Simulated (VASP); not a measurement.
# Nb (I4/mmm) in VASP: notebook, part 2 of 2

VASP 6.6.1.

### Step 3. Single point, PBEsol (strain +0.000 along x and y, +0.030 along z)

Input file INCAR:

```
PREC = Accurate ; ENCUT = 520
EDIFF = 1E-6 ; ISMEAR = 0
SIGMA = 0.15 ; LREAL = F
LASPH = T ; NELM = 80
ALGO = Fast ; ISIF = 2
LWAVE = F ; LCHARG = T
GGA = PS ; LELF = T
LVHAR = T ; NBANDS = 12
```

Input file KPOINTS:

```
Automatic mesh
0
Gamma
  20 20 20
```

Input file POSCAR:

```
Nb
1.0
   -1.6639500000      1.6639500000      1.7138685000
    1.6639500000     -1.6639500000      1.7138685000
    1.6639500000      1.6639500000     -1.7138685000
Nb
1
Direct
    0.0000000000      0.0000000000      0.0000000000
```

Potentials or basis: VASP PAW PBE potentials, release 64 (Nb_sv).

Command:

```sh
$ cat potpaw_PBE.64/Nb_sv/POTCAR > POTCAR
$ mpirun -np 1 vasp_std > vasp.out
```

OUTCAR:

```text
PREC = Accurate
   ENCUT = 520
   EDIFF = 1E-6
   ISMEAR = 0
   LREAL = F
   LASPH = T
   NELM = 80
   ISIF = 2
   GGA = PS

 ion  position               nearest neighbor table
   1  0.000  0.000  0.000-

  LATTYP: Found a body centered tetragonal cell.
 ALAT       =     3.3279000000
 C/A-ratio  =     1.0300000000

  Lattice vectors:

 A1 = (  -1.6639500000,   1.6639500000,   1.7138685000)
 A2 = (   1.6639500000,  -1.6639500000,   1.7138685000)
 A3 = (   1.6639500000,   1.6639500000,  -1.7138685000)

Analysis of symmetry for initial positions (statically):
=====================================================================
 Subroutine PRICEL returns:
 Original cell was already a primitive cell.

 Routine SETGRP: Setting up the symmetry group for a
 body centered tetragonal supercell.

 Subroutine GETGRP returns: Found 16 space group operations
 (whereof 16 operations were pure point group operations)
 out of a pool of 16 trial point group operations.

The static configuration has the point symmetry D_4h.

Analysis of symmetry for dynamics (positions and initial velocities):
=====================================================================
 Subroutine PRICEL returns:
 Original cell was already a primitive cell.

 Routine SETGRP: Setting up the symmetry group for a
 body centered tetragonal supercell.

 Subroutine GETGRP returns: Found 16 space group operations
 (whereof 16 operations were pure point group operations)
 out of a pool of 16 trial point group operations.

The dynamic configuration has the point symmetry D_4h.

 Subroutine INISYM returns: Found 16 space group operations
 (whereof 16 operations are pure point group operations),
 and found     1 'primitive' translations

----------------------------------------------------------------------------------------

                                     Primitive cell

[... 114 lines left out ...]
   LHFCALC =     F    Hartree Fock is set to
   AEXX    =    0.0000 exact exchange contribution
   IVDW    =     0    specifies the selected vdW correction
   LEPSILON=     F    determine dielectric tensor
   LRPA    =     F    only Hartree local field effects (RPA)
 non-spin polarized calculation
 RMM-DIIS sequential band-by-band and
 Gauss-broadening in eV      SIGMA  =   0.15
  energy-cutoff  :      520.00
  volume of cell :       18.98
 maximum number of plane-waves:       539
 NGX is ok and might be reduce to    24
   NGX = 11   NGY = 11   NGZ = 11

 number of electron      12.9999999 magnetization

 Free energy of the ion-electron system (eV)
  ---------------------------------------------------
  ext. energy  EPLUGINS =         0.00000000
  ---------------------------------------------------
  free energy    TOTEN  =       -10.89418096 eV

  energy without entropy =      -10.87586039  energy(sigma->0) =      -10.88502067

 E-fermi :  10.3377     XC(G=0): -12.3598

 val. band max:       10.3346772558   @ k =   0.0500   0.0500   0.0500
 cond. band min:      10.3385458019   @ k =   0.3000  -0.0000   0.0000
 fundamental gap:      0.0038685461
 Fermi energy:        10.3376710750

 k-point     1 :       0.0000    0.0000    0.0000
  band No.  band energies     occupation
      1     -44.0117      2.00000
      2     -19.4318      2.00000
      3     -19.4308      2.00000
      4     -19.4308      2.00000
      5       4.4620      2.00000
      6      10.6149      0.00896
      7      10.6149      0.00896
      8      10.9165      0.00000
      9      13.2367      0.00000
     10      13.6378      0.00000
     11      24.0757      0.00000
     12      24.5678      0.00000
[... 331 lines left out ...]
 k-point    24 :      -0.3500    0.0500   -0.0000
  band No.  band energies     occupation
      1     -43.8658      2.00000
      2     -20.2943      2.00000
      3     -19.6982      2.00000
      4     -19.4462      2.00000
      5       6.8958      2.00000
      6       9.3528      2.00000
      7      10.4242      0.41462
      8      12.9850      0.00000
      9      13.8878      0.00000
     10      14.2916      0.00000
     11      23.4026      0.00000
     12      24.0014      0.00000

 [... further k-points ...]

------------------------ aborting loop because EDIFF is reached ----------------------------------------

  FORCE on cell =-STRESS in cart. coord.  units (eV):
  Direction    XX          YY          ZZ          XY          YZ          ZX
  --------------------------------------------------------------------------------------
  -------------------------------------------------------------------------------------
  Total       -1.3966835     -1.3966835     -1.7516335      0.0000000      0.0000000      0.0000000
  in kB     -117.8936887   -117.8936887   -147.8549204      0.0000000      0.0000000      0.0000000
  external PRESSURE =    -127.8807660 kB  Pullay stress =       0.0000000 kB

 VOLUME and BASIS-vectors are now :
 -----------------------------------------------------------------------------
  energy-cutoff  :      520.00
  volume of cell :       18.98
      direct lattice vectors                 reciprocal lattice vectors
    -1.663950000  1.663950000  1.713868500     0.000000000  0.300489798  0.291737668
     1.663950000 -1.663950000  1.713868500     0.300489798  0.000000000  0.291737668
     1.663950000  1.663950000 -1.713868500     0.300489798  0.300489798  0.000000000

 POSITION                                       TOTAL-FORCE (eV/Angst)
 -----------------------------------------------------------------------------------
      0.00000      0.00000      0.00000        -0.000000      0.000000      0.000000
 -----------------------------------------------------------------------------------
    total drift:                               -0.000000      0.000000      0.000000

  FREE ENERGIE OF THE ION-ELECTRON SYSTEM (eV)
  ---------------------------------------------------
  free  energy   TOTEN  =       -10.8941809564 eV

  energy  without entropy=      -10.8758603857  energy(sigma->0) =      -10.88502067
```

OSZICAR:

```text
N       E                     dE             d eps       ncg     rms          rms(c)
DAV:   1     0.114819555475E+03    0.11482E+03   -0.72586E+03 15424   0.107E+03
DAV:   2    -0.660597712467E+01   -0.12143E+03   -0.11703E+03 16716   0.385E+02
DAV:   3    -0.111458653734E+02   -0.45399E+01   -0.43273E+01 22220   0.652E+01
[... 13 lines left out ...]
RMM:  17    -0.108941774193E+02   -0.61075E-05   -0.48270E-05 20046   0.384E-02    0.410E-02
RMM:  18    -0.108941778412E+02   -0.42187E-06   -0.27704E-05 17608   0.308E-02    0.272E-02
RMM:  19    -0.108941788466E+02   -0.10054E-05   -0.23776E-05 21656   0.534E-02    0.348E-03
RMM:  20    -0.108941804599E+02   -0.16133E-05   -0.90891E-06 15130   0.292E-02    0.856E-03
RMM:  21    -0.108941809564E+02   -0.49656E-06   -0.47175E-06 13238   0.161E-02
   1 F= -.10894181E+02 E0= -.10885021E+02  d E =-.183206E-01
```

stdout:

```text
POSCAR found type information on POSCAR Nb
 POSCAR found :  1 types and       1 ions
 scaLAPACK will be used
 -----------------------------------------------------------------------------
|                                                                             |
|                                                                             |
|     You enforced a specific xc type in the INCAR file but a different       |
|     I HOPE YOU KNOW WHAT YOU ARE DOING!                                     |
|                                                                             |
 -----------------------------------------------------------------------------

 LDA part: xc-table for (Slater+PW92), standard interpolation
 POSCAR, INCAR and KPOINTS ok, starting setup
 FFT: planning ... GRIDC
 FFT: planning ... GRID_SOFT
 FFT: planning ... GRID
 WAVECAR not read
 entering main loop
WARNING in EDDRMM: call to ZHEGV failed, returncode =   6  3      8
WARNING in EDDRMM: call to ZHEGV failed, returncode =   8  4      9
WARNING in EDDRMM: call to ZHEGV failed, returncode =   6  3      9
WARNING in EDDRMM: call to ZHEGV failed, returncode =   6  3      8
```

Run time: 85 s. Hardware: 1 thread of Intel Xeon 6975P-C (Granite Rapids), shared host; peak memory 0.25 GiB.

Results:

| Quantity | Value |
| --- | --- |
| Free energy | -10.8942 eV |
| Pressure | -12.8 GPa |

Caveat: the cell differs from its parent crystal (strain +0.000 along x and y, +0.030 along z); the PAW data sets were made with another functional, which shifts forces and pressure a little.

### Step 4. Single point, PBEsol (strain +0.030 along x and y, -0.030 along z)

Input file INCAR:

```
PREC = Accurate
ENCUT = 520
EDIFF = 1E-6
ISMEAR = 0
SIGMA = 0.15
LREAL = F
LASPH = T
NELM = 100
ALGO = Fast
ISIF = 2
LWAVE = F
LCHARG = F
GGA = PS
NBANDS = 12
```

KPOINTS is that of step 3.

Input file POSCAR:

```
Nb
1.0
   -1.7138685000      1.7138685000      1.6140315000
    1.7138685000     -1.7138685000      1.6140315000
    1.7138685000      1.7138685000     -1.6140315000
Nb
1
Direct
    0.0000000000      0.0000000000      0.0000000000
```

Command:

```sh
$ cat potpaw_PBE.64/Nb_sv/POTCAR > POTCAR
$ mpirun -np 1 vasp_std > vasp.out
```

Wall time 80 s (1 thread of Intel Xeon 6975P-C (Granite Rapids), shared host); peak memory 0.25 GiB.

It converged, with:

```yaml
Free_energy: -10.8870 eV
Pressure: -12.6 GPa
```

Stress tensor (GPa, compression positive):
```
-14.10   0.00   0.00
  0.00 -14.10   0.00
  0.00   0.00  -9.53
```

Levels at points of the mesh, in eV from the Fermi level:
```csv
k point,band 2,band 3,band 4,band 5,band 6,band 7,band 8,band 9,band 10,band 11
"(0.00, 0.00, 0.00)",-29.77,-29.77,-29.77,-5.88,-0.03,0.61,0.61,2.64,3.51,13.74
"(0.50, 0.00, 0.00)",-30.93,-30.15,-29.80,-3.56,-1.74,2.19,3.15,4.13,6.00,11.36
"(0.50, 0.50, 0.00)",-30.94,-30.10,-29.74,-3.51,-1.05,1.76,2.55,3.50,5.90,10.94
"(0.50, 0.50, 0.50)",-30.61,-30.61,-30.47,-3.52,-3.39,5.22,5.22,5.43,8.14,8.14
```

Caveat: the cell differs from its parent crystal (strain +0.030 along x and y, -0.030 along z); the PAW data sets were made with another functional, which shifts forces and pressure a little.

### Step 5. Single point, PBEsol (strain +0.015 along x and y, +0.000 along z)

Input file INCAR:

```
ALGO = Fast ; EDIFF = 1E-7
ENCUT = 520 ; GGA = PS
ISIF = 2 ; ISMEAR = 0
LASPH = T ; LCHARG = T
LELF = T ; LREAL = F
LVHAR = T ; LWAVE = F
NBANDS = 12 ; NELM = 100
PREC = Accurate ; SIGMA = 0.15
```

Input file KPOINTS:

```
k-points
0
Gamma
  20 20 20
```

Input file POSCAR:

```
Nb
1.0
   -1.6889092500      1.6889092500      1.6639500000
    1.6889092500     -1.6889092500      1.6639500000
    1.6889092500      1.6889092500     -1.6639500000
Nb
1
Direct
    0.0000000000      0.0000000000      0.0000000000
```

Command:

```sh
$ cat potpaw_PBE.64/Nb_sv/POTCAR > POTCAR
$ mpirun -np 1 vasp_std > vasp.out
```

It took 1.7 min on 1 thread of Intel Xeon 6975P-C (Granite Rapids), shared host; peak memory 0.25 GiB.

The run converged. Its results:

```
Free energy : -10.8965 eV
Pressure    : -12.9 GPa
```

Stress tensor (GPa, compression positive):
```
-13.36   0.00   0.00
  0.00 -13.36   0.00
  0.00   0.00 -11.96
```

Levels at points of the mesh, in eV from the Fermi level:
| k point | band 4 | band 5 | band 6 | band 7 | band 8 | band 9 |
| --- | --- | --- | --- | --- | --- | --- |
| (0.00, 0.00, 0.00) | -29.77 | -5.87 | 0.27 | 0.43 | 0.43 | 3.00 |
| (0.50, 0.00, 0.00) | -29.78 | -3.54 | -1.58 | 2.07 | 3.16 | 3.80 |
| (0.50, 0.50, 0.00) | -29.77 | -3.53 | -1.41 | 1.96 | 2.97 | 3.69 |
| (0.50, 0.50, 0.50) | -30.55 | -3.47 | -3.43 | 5.26 | 5.26 | 5.31 |

Caveat: the cell differs from its parent crystal (strain +0.015 along x and y, +0.000 along z); the PAW data sets were made with another functional, which shifts forces and pressure a little.

### Step 6. Summary

| cell | further INCAR settings | gap on the mesh (eV) | pressure (GPa) |
| --- | --- | --- | --- |
| a = 2.897 Å, angles 108.7, 108.7, 111.1°, 1 atom | ALGO = Fast; EDIFF = 1e-07; NBANDS = 12 | none | -10.8 |
| a = 2.911 Å, angles 110.3, 110.3, 107.9°, 1 atom | ALGO = Fast; EDIFF = 1e-06; NBANDS = 12 | none | -12.8 |
| a = 2.912 Å, angles 107.9, 107.9, 112.7°, 1 atom | ALGO = Fast; EDIFF = 1e-06; NBANDS = 12 | none | -12.6 |
| a = 2.911 Å, angles 109.1, 109.1, 110.3°, 1 atom | ALGO = Fast; EDIFF = 1e-07; NBANDS = 12 | none | -12.9 |

Alike in all rows: task single point; level PBEsol; potentials or basis VASP PAW PBE potentials, release 64 (Nb_sv); no spin polarisation; k mesh 20 × 20 × 20; cutoff (eV) 520; smearing gaussian 0.15 eV.

Caveats: the PAW data sets were made with another functional, which shifts forces and pressure a little.

Total energies depend on the potentials used, so only differences within one code and one set of settings carry meaning.
